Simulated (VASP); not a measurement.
# Ga5N (P-6m2) in VASP: a series of runs

Runs on Ga5N. Level: PBE. Tasks: single point, relaxation of cell and atoms.

All numbers are computed with VASP 6.6.1; they aren't measurements. Logs are shortened: lines on timing, memory, paths and dates and some standing lists are left out, and cuts for length are marked.

## (1) The cell of the first run

The structure is hexagonal, space group P-6m2 (No. 187). Conventional cell: a = 3.217 Å, b = 3.217 Å, c = 15.329 Å, α = 90.00°, β = 90.00°, γ = 120.00°. Within 4.1 Å of Ga (site symmetry 3m) lie 3 N at 3.12 Å and 9 Ga at 3.18 to 3.22 Å. Within 4.2 Å of Ga (site symmetry 3m) lie 12 Ga at 3.17 to 3.22 Å. Within 4.2 Å of Ga (site symmetry -6m2) lie 12 Ga at 3.17 to 3.22 Å. Within 4.1 Å of N (site symmetry -6m2) lie 6 Ga at 3.12 Å and 6 N at 3.22 Å.

## (2) Single point, PBE, collinear spin, ferromagnetic start

Input file INCAR:

```
  PREC = Accurate
  ENCUT = 520
  EDIFF = 1E-6
  ISMEAR = 0
  SIGMA = 0.1
  LREAL = F
  LASPH = T
  NELM = 150
  ALGO = Normal
  ISIF = 2
  LWAVE = F
  LCHARG = T
  ISPIN = 2
  MAGMOM = 0 0 0 0 0 1
  LORBIT = 11
  GGA = PE
  LELF = T
  LVHAR = T
  NBANDS = 48
```

Input file KPOINTS:

```
Automatic mesh
0
Gamma
  6 6 1
```

Input file POSCAR:

```
Ga5N
1.0
    3.2169361600      0.0000000000      0.0000000000
   -1.6084680800      2.7859484300      0.0000000000
    0.0000000000      0.0000000000     15.3286848900
Ga N
5 1
Direct
    0.0000000000      0.0000000000      0.8363369700
    0.6666666700      0.3333333300      0.6678038200
    0.0000000000      0.0000000000      0.5000000000
    0.6666666700      0.3333333300      0.3321961800
    0.0000000000      0.0000000000      0.1636630300
    0.6666666700      0.3333333300      0.0000000000
```

Potentials or basis: VASP PAW PBE potentials, release 64 (Ga_d, N).

Started as:

```console
$ cat potpaw_PBE.64/Ga_d/POTCAR potpaw_PBE.64/N/POTCAR > POTCAR
$ mpirun -np 1 vasp_std > vasp.out
```

OUTCAR:

```text
PREC = Accurate
   ENCUT = 520
   EDIFF = 1E-6
   ISMEAR = 0
   LREAL = F
   LASPH = T
   NELM = 150
   ISIF = 2
   ISPIN = 2
   LORBIT = 11
   GGA = PE

 ion  position               nearest neighbor table
   1  0.000  0.000  0.836-
   2  0.667  0.333  0.668-
   3  0.000  0.000  0.500-
   4  0.667  0.333  0.332-
   5  0.000  0.000  0.164-
   6  0.667  0.333  0.000-

  LATTYP: Found a hexagonal cell.
 ALAT       =     3.2169361600
 C/A-ratio  =     4.7649950536

  Lattice vectors:

 A1 = (   3.2169361600,   0.0000000000,   0.0000000000)
 A2 = (  -1.6084680800,   2.7859484300,   0.0000000000)
 A3 = (   0.0000000000,   0.0000000000,  15.3286848900)

Analysis of symmetry for initial positions (statically):
=====================================================================
 Subroutine PRICEL returns:
 Original cell was already a primitive cell.

 Routine SETGRP: Setting up the symmetry group for a
 hexagonal supercell.

 Subroutine GETGRP returns: Found 12 space group operations
 (whereof 12 operations were pure point group operations)
 out of a pool of 24 trial point group operations.

The static configuration has the point symmetry D_3h.

Analysis of symmetry for dynamics (positions and initial velocities):
=====================================================================
 Subroutine PRICEL returns:
 Original cell was already a primitive cell.

 Routine SETGRP: Setting up the symmetry group for a
 hexagonal supercell.

 Subroutine GETGRP returns: Found 12 space group operations
 (whereof 12 operations were pure point group operations)
 out of a pool of 24 trial point group operations.

The dynamic configuration has the point symmetry D_3h.

Analysis of structural, dynamic, and magnetic symmetry:
=====================================================================
 Subroutine PRICEL returns:
 Original cell was already a primitive cell.

 Routine SETGRP: Setting up the symmetry group for a
 hexagonal supercell.

 Subroutine GETGRP returns: Found 12 space group operations
 (whereof 12 operations were pure point group operations)
 out of a pool of 24 trial point group operations.

The overall configuration has the point symmetry D_3h.

 Subroutine INISYM returns: Found 12 space group operations
 (whereof 12 operations are pure point group operations),
 and found     1 'primitive' translations

----------------------------------------------------------------------------------------

                                     Primitive cell

  volume of cell :     137.3790

  direct lattice vectors                    reciprocal lattice vectors
     3.216936160  0.000000000  0.000000000     0.310854786  0.179472095  0.000000000
    -1.608468080  2.785948430  0.000000000     0.000000000  0.358944189  0.000000000
     0.000000000  0.000000000 15.328684890     0.000000000  0.000000000  0.065237169

  length of vectors
     3.216936160  3.216936154 15.328684890     0.358944188  0.358944189  0.065237169

  position of ions in fractional coordinates (direct lattice)
     0.000000000  0.000000000  0.836336970
     0.666666670  0.333333330  0.667803820
     0.000000000  0.000000000  0.500000000
     0.666666670  0.333333330  0.332196180
     0.000000000  0.000000000  0.163663030
     0.666666670  0.333333330  0.000000000

  ion indices of the primitive-cell ions
   primitive index   ion index
                 1           1
                 2           2
                 3           3
                 4           4
                 5           5
                 6           6

----------------------------------------------------------------------------------------

 KPOINTS: Automatic mesh

Automatic generation of k-mesh.
 Grid dimensions read from file:
 generate k-points for:    6    6    1

 Generating k-lattice:

  Cartesian coordinates                     Fractional coordinates (reciprocal lattice)
     0.051809131  0.029912016  0.000000000     0.166666667 -0.000000000  0.000000000
     0.000000000  0.059824032  0.000000000     0.000000000  0.166666667  0.000000000
     0.000000000  0.000000000  0.065237169     0.000000000  0.000000000  1.000000000

  Length of vectors
     0.059824031  0.059824032  0.065237169

  Shift w.r.t. Gamma in fractional coordinates (k-lattice)
     0.000000000  0.000000000  0.000000000

 Subroutine IBZKPT returns following result:
 ===========================================

 Found      7 irreducible k-points:

 Following reciprocal coordinates:
            Coordinates               Weight
  0.000000  0.000000  0.000000      1.000000
  0.166667  0.000000  0.000000      6.000000
  0.333333  0.000000  0.000000      6.000000
  0.500000  0.000000  0.000000      3.000000
  0.166667  0.166667  0.000000      6.000000
  0.333333  0.166667  0.000000     12.000000
  0.333333  0.333333  0.000000      2.000000
   k-points           NKPTS =      7   k-points in BZ     NKDIM =      7   number of bands    NBANDS=     48
[... 30 lines left out ...]
   EMIN   =  10.00;   EMAX   =-10.00  energy-range for DOS
   EFERMI =   0.00;   METHOD = LEGACY
   ISMEAR =     0;   SIGMA  =   0.10  broadening in eV -4-tet -1-fermi 0-gaus
   EFERMI_NEDOS =   21; number of points for ismear=-14 and -15
   IALGO  =     38    algorithm
   IMIX   =      4    mixing-type and parameters
     AMIX     =   0.40;   BMIX     =  1.00
     AMIX_MAG =   1.60;   BMIX_MAG =  1.00
  volume/ion in A,a.u.               =      22.90       154.51
  Fermi-wavevector in a.u.,A,eV,Ry     =   1.307577  2.470963 23.262675  1.709758
  Thomas-Fermi vector in A             =   2.438302
   LORBIT       =     11    0 simple, 1 ext, 2 COOP (PROOUT), +10 PAW based schemes
   GGA     = PE    functional components
   LHFCALC =     F    Hartree Fock is set to
   AEXX    =    0.0000 exact exchange contribution
   IVDW    =     0    specifies the selected vdW correction
   LEPSILON=     F    determine dielectric tensor
   LRPA    =     F    only Hartree local field effects (RPA)
 spin polarized calculation
 Gauss-broadening in eV      SIGMA  =   0.10
  energy-cutoff  :      520.00
  volume of cell :      137.38
 maximum number of plane-waves:      3726
 NGX is ok and might be reduce to    24
   NGX = 11   NGY = 11   NGZ = 57

 number of electron      69.9999946 magnetization       0.0002297

 number of electron      69.9999946 magnetization      -0.0006987

 Free energy of the ion-electron system (eV)
  ---------------------------------------------------
  ext. energy  EPLUGINS =         0.00000000
  ---------------------------------------------------
  free energy    TOTEN  =       -16.93187309 eV

  energy without entropy =      -16.90042790  energy(sigma->0) =      -16.91615050

 E-fermi :   2.6663     XC(G=0):  -9.6687

 val. band max:        2.6539604005   @ k =   0.3333   0.1667   0.0000
 cond. band min:       2.7862069390   @ k =   0.5000   0.0000   0.0000
 fundamental gap:      0.1322465385
 Fermi energy:         2.6662826160

 spin component 1

 k-point     1 :       0.0000    0.0000    0.0000
  band No.  band energies     occupation
      1     -12.0247      1.00000
      2     -12.0212      1.00000
      3     -11.9962      1.00000
      4     -11.9937      1.00000
      5     -11.9860      1.00000
      6     -11.9860      1.00000
[... 339 lines left out ...]
     46       7.2880      0.00000
     47       8.3735      0.00000
 Fermi energy:         2.6662826160

 spin component 2

 k-point     1 :       0.0000    0.0000    0.0000
  band No.  band energies     occupation
      1     -12.0247      1.00000
      2     -12.0212      1.00000
      3     -11.9962      1.00000
      4     -11.9937      1.00000
      5     -11.9860      1.00000
      6     -11.9860      1.00000
[... 339 lines left out ...]
     46       7.2878      0.00000
     47       8.3736      0.00000
 [bands above 47 left out]

------------------------ aborting loop because EDIFF is reached ----------------------------------------

  FORCE on cell =-STRESS in cart. coord.  units (eV):
  Direction    XX          YY          ZZ          XY          YZ          ZX
  --------------------------------------------------------------------------------------
  -------------------------------------------------------------------------------------
  Total       -5.2523519     -5.2523519    -10.7116177     -0.0000000      0.0000000      0.0000000
  in kB      -61.2553446    -61.2553443   -124.9238138     -0.0000000      0.0000000      0.0000000
  external PRESSURE =     -82.4781676 kB  Pullay stress =       0.0000000 kB

 VOLUME and BASIS-vectors are now :
 -----------------------------------------------------------------------------
  energy-cutoff  :      520.00
  volume of cell :      137.38
      direct lattice vectors                 reciprocal lattice vectors
     3.216936160  0.000000000  0.000000000     0.310854786  0.179472095  0.000000000
    -1.608468080  2.785948430  0.000000000     0.000000000  0.358944189  0.000000000
     0.000000000  0.000000000 15.328684890     0.000000000  0.000000000  0.065237169

 POSITION                                       TOTAL-FORCE (eV/Angst)
 -----------------------------------------------------------------------------------
      0.00000      0.00000     12.81995        -0.000000      0.000000      0.902999
      1.60847      0.92865     10.23655         0.000000      0.000000     -0.076315
      0.00000      0.00000      7.66434        -0.000000      0.000000      0.000000
      1.60847      0.92865      5.09213         0.000000     -0.000000      0.076315
      0.00000      0.00000      2.50874        -0.000000      0.000000     -0.902999
      1.60847      0.92865      0.00000        -0.000000      0.000000      0.000000
 -----------------------------------------------------------------------------------
    total drift:                               -0.000022      0.000013      0.000000

  FREE ENERGIE OF THE ION-ELECTRON SYSTEM (eV)
  ---------------------------------------------------
  free  energy   TOTEN  =       -16.9318730947 eV

  energy  without entropy=      -16.9004279035  energy(sigma->0) =      -16.91615050

 total charge

# of ion       s       p       d       tot
------------------------------------------
    1        1.084   0.337   9.936  11.357
    2        1.065   0.419   9.938  11.422
    3        1.067   0.432   9.935  11.434
    4        1.065   0.419   9.938  11.422
    5        1.084   0.337   9.936  11.357
    6        1.369   1.885   0.000   3.255
--------------------------------------------------
tot          6.734   3.828  49.684  60.246

 magnetization (x)

# of ion       s       p       d       tot
------------------------------------------
    1       -0.000   0.000  -0.000   0.000
    2       -0.000  -0.000   0.000  -0.000
    3       -0.000  -0.000   0.000  -0.000
    4       -0.000  -0.000   0.000  -0.000
    5       -0.000   0.000  -0.000   0.000
    6       -0.000  -0.001   0.000  -0.001
--------------------------------------------------
tot         -0.000  -0.001  -0.000  -0.001
```

It took 6.9 min on 1 thread of Intel Xeon Platinum 8259CL at 2.50GHz (Skylake/Cascade Lake), shared host; peak memory 0.32 GiB.

Results:

* Free energy: -16.9319 eV
* Pressure: -8.2 GPa
* Largest force: 0.903 eV/Å
* Band gap on the k mesh: zero (filled and empty bands overlap)
* Net moment: 0.00 μB per cell
* Valence electrons inside the program's atomic spheres: Ga 11.36, 11.42, 11.43; N 3.25

Forces on the atoms (eV/Å):
```
Ga   0.000  0.000  0.903
Ga   0.000  0.000 -0.076
Ga   0.000  0.000  0.000
Ga   0.000  0.000  0.076
Ga   0.000  0.000 -0.903
N    0.000  0.000  0.000
```

Caveat: the k points lie up to 0.41 Å⁻¹ apart.

## (3) Single point, PBE

This run uses another cell than the first one, of 16.46 Å³/atom, 0.719 times its volume.

Input file INCAR:

```
SYSTEM = Ga5N
PREC     = Accurate       ! precision mode
ENCUT    = 520            ! plane-wave cutoff, eV
EDIFF    = 1E-6           ! SCF threshold, eV
ISMEAR   = 0              ! smearing method
SIGMA    = 0.1            ! smearing width, eV
LREAL    = .FALSE.        ! projectors in reciprocal space
LASPH    = .TRUE.         ! aspherical terms in the spheres
NELM     = 60             ! most SCF steps
ALGO     = Normal         ! electronic algorithm
ISIF     = 2              ! what is computed and relaxed
LWAVE    = .FALSE.        ! write WAVECAR
LCHARG   = .TRUE.         ! write CHGCAR
GGA      = PE             ! functional
LELF     = .TRUE.         ! ELF
LVHAR    = .TRUE.       
NBANDS   = 44             ! bands
```

Input file KPOINTS:

```
regular mesh
0
G
  12 12 4
  0 0 0
```

Input file POSCAR:

```
Ga5N
1.0
    3.0495917443      0.0000000000      0.0000000000
   -1.5247958721      2.6410239217      0.0000000000
    0.0000000000      0.0000000000     12.2617481141
Ga N
5 1
Direct
    0.0000000000      0.0000000000      0.8936966680
    0.6666666667      0.3333333333      0.6996361504
    0.0000000000      0.0000000000      0.5000000000
    0.6666666667      0.3333333333      0.3003638496
    0.0000000000      0.0000000000      0.1063033320
    0.6666666667      0.3333333333      0.0000000000
```

Potentials or basis: VASP PAW PBE potentials, release 64 (Ga_d, N).

Started as:

```console
$ cat potpaw_PBE.64/Ga_d/POTCAR potpaw_PBE.64/N/POTCAR > POTCAR
$ mpirun -np 1 vasp_std > vasp.out
```

It took 3.6 min on 1 thread of Intel Xeon Platinum 8259CL at 2.50GHz (Skylake/Cascade Lake), shared host; peak memory 0.34 GiB.

It converged, with:

```
Free energy            : -21.9375 eV
Pressure               : 0.2 GPa
Largest force          : 0.040 eV/Å
Band gap on the k mesh : zero (band 35 reaches 7.90 eV, above the bottom of band 36 at 4.51 eV)
```

Forces on the atoms (eV/Å):
```
Ga   0.000  0.000 -0.040
Ga   0.000  0.000 -0.002
Ga   0.000  0.000  0.000
Ga   0.000  0.000  0.002
Ga   0.000  0.000  0.040
N    0.000  0.000  0.000
```

Levels at points of the mesh, in eV from the Fermi level:
| k point | band 31 | band 32 | band 33 | band 34 | band 35 | band 36 | band 37 | band 38 | band 39 | band 40 |
| --- | --- | --- | --- | --- | --- | --- | --- | --- | --- | --- |
| (0.00, 0.00, 0.00) | -3.44 | -3.03 | -1.25 | -1.25 | 1.97 | 2.06 | 6.28 | 7.89 | 9.03 | 9.03 |
| (0.50, 0.00, 0.00) | -4.05 | -3.45 | -2.78 | -2.52 | -1.59 | -1.24 | 1.17 | 1.19 | 2.37 | 4.39 |
| (0.00, 0.00, 0.50) | -5.47 | -1.25 | -1.25 | -0.75 | -0.37 | 3.87 | 4.93 | 9.15 | 9.15 | 9.26 |
| (0.50, 0.00, 0.50) | -4.34 | -3.21 | -3.10 | -2.52 | -1.47 | -0.69 | 0.43 | 0.99 | 3.18 | 3.51 |

## (4) Relaxation of cell and atoms, PBE

This run uses another cell than the first one, of 16.34 Å³/atom, 0.714 times its volume.

Input file INCAR:

```
  ALGO = Normal
  EDIFF = 1E-6
  EDIFFG = -0.04
  ENCUT = 600
  GGA = PE
  IBRION = 2
  ISIF = 3
  ISMEAR = 0
  LASPH = True
  LCHARG = False
  LREAL = False
  LWAVE = False
  NELM = 80
  NSW = 90
  PREC = Accurate
  SIGMA = 0.1
```

Input file KPOINTS:

```
k-points
0
Gamma
  6 6 2
```

Input file POSCAR:

```
Ga5N
1.0
    3.0368580264      0.0000000000      0.0000000000
   -1.5184290132      2.6299961986      0.0000000000
    0.0000000000      0.0000000000     12.2778035955
Ga N
5 1
Direct
    0.0000000000      0.0000000000      0.8939230878
    0.6666666667      0.3333333333      0.6898568949
    0.0000000000      0.0000000000      0.5000000000
    0.6666666667      0.3333333333      0.3101431051
    0.0000000000      0.0000000000      0.1060769122
    0.6666666667      0.3333333333      0.0000000000
```

Started as:

```console
$ cat potpaw_PBE.64/Ga_d/POTCAR potpaw_PBE.64/N/POTCAR > POTCAR
$ mpirun -np 1 vasp_std > vasp.out
```

Wall time 3.8 min (1 thread of Intel Xeon Platinum 8259CL at 2.50GHz (Skylake/Cascade Lake), shared host); peak memory 0.25 GiB.

The run converged. Its results:

```
Free energy                            : -22.0351 eV
Relaxed volume                         : 16.30 Å³/atom
Relaxed cell                           : a = 3.030 Å, b = 3.030 Å, c = 12.301 Å, α = 90.00°, β = 90.00°, γ = 120.00°
Space group after relaxing (to 0.05 Å) : P-6m2 (No. 187)
Energy gained by relaxing              : 3.2 meV/atom
Ionic steps                            : 6
Pressure after relaxing                : 0.3 GPa
Largest force after relaxing           : 0.022 eV/Å
Band gap on the k mesh                 : zero (band 35 reaches 7.90 eV, above the bottom of band 36 at 4.51 eV)
```

Forces in eV/Å, atoms in the order of the input:
```
Ga   0.000  0.000  0.019
Ga   0.000  0.000 -0.022
Ga   0.000  0.000  0.000
Ga   0.000  0.000  0.022
Ga   0.000  0.000 -0.019
N    0.000  0.000  0.000
```

Stress tensor (GPa, compression positive):
```
0.31 0.00 0.00
0.00 0.31 0.00
0.00 0.00 0.13
```

Step by step:
```csv
step,energy change (eV),largest force (eV/Å),pressure (GPa),volume (Å³)
1,0.0000,0.2551,0.35,98.06
2,-0.0062,0.1974,-0.29,98.57
3,-0.0064,0.1884,-0.45,98.66
4,-0.0118,0.1459,-0.07,98.49
5,-0.0168,0.0880,0.18,98.25
6,-0.0194,0.0225,0.25,97.79
```

Final structure:
```yaml
crystal:
  lattice:
    - [3.02983, 0.00000, 0.00000]
    - [-1.51491, 2.62391, 0.00000]
    - [0.00000, 0.00000, 12.30090]
  atoms:
    - { symbol: Ga, position: [0.00000, 0.00000, 0.89384] }
    - { symbol: Ga, position: [0.66667, 0.33333, 0.69648] }
    - { symbol: Ga, position: [0.00000, 0.00000, 0.50000] }
    - { symbol: Ga, position: [0.66667, 0.33333, 0.30352] }
    - { symbol: Ga, position: [0.00000, 0.00000, 0.10616] }
    - { symbol: N, position: [0.66667, 0.33333, 0.00000] }
```

Levels at points of the mesh, in eV from the Fermi level:
| k point | band 33 | band 34 | band 35 | band 36 | band 37 | band 38 |
| --- | --- | --- | --- | --- | --- | --- |
| (0.00, 0.00, 0.00) | -1.17 | -1.17 | 1.91 | 2.04 | 6.17 | 7.91 |
| (0.50, 0.00, 0.00) | -2.77 | -2.46 | -1.60 | -1.35 | 1.14 | 1.17 |
| (0.00, 0.00, 0.50) | -1.17 | -0.83 | -0.48 | 3.93 | 4.83 | 9.39 |
| (0.50, 0.00, 0.50) | -3.10 | -2.46 | -1.51 | -0.72 | 0.36 | 0.92 |

Caveat: the k points lie up to 0.40 Å⁻¹ apart in the final cell.

## (5) The runs side by side

```tsv
task	spin	cell	k mesh	cutoff (eV)	gap on the mesh (eV)	pressure (GPa)	largest force (eV/Å)
single point	collinear, ferromagnetic start	a = 3.217, b = 3.217, c = 15.329 Å, angles 90.0, 90.0, 120.0°, 6 atoms	6 × 6 × 1	520	none	-8.2	0.90
single point	off	a = 3.050, b = 3.050, c = 12.262 Å, angles 90.0, 90.0, 120.0°, 6 atoms	12 × 12 × 4	520	none	0.2	0.04
relaxation of cell and atoms	off	relaxed from a = 3.037, b = 3.037, c = 12.278 Å, angles 90.0, 90.0, 120.0°, 6 atoms	6 × 6 × 2	600	none	0.3	0.02
```

Alike in all rows: level PBE; potentials or basis VASP PAW PBE potentials, release 64 (Ga_d, N); smearing gaussian 0.1 eV.

Caveats: some runs use coarse meshes.

Total energies depend on the potentials used, so only differences within one code and one set of settings carry meaning.
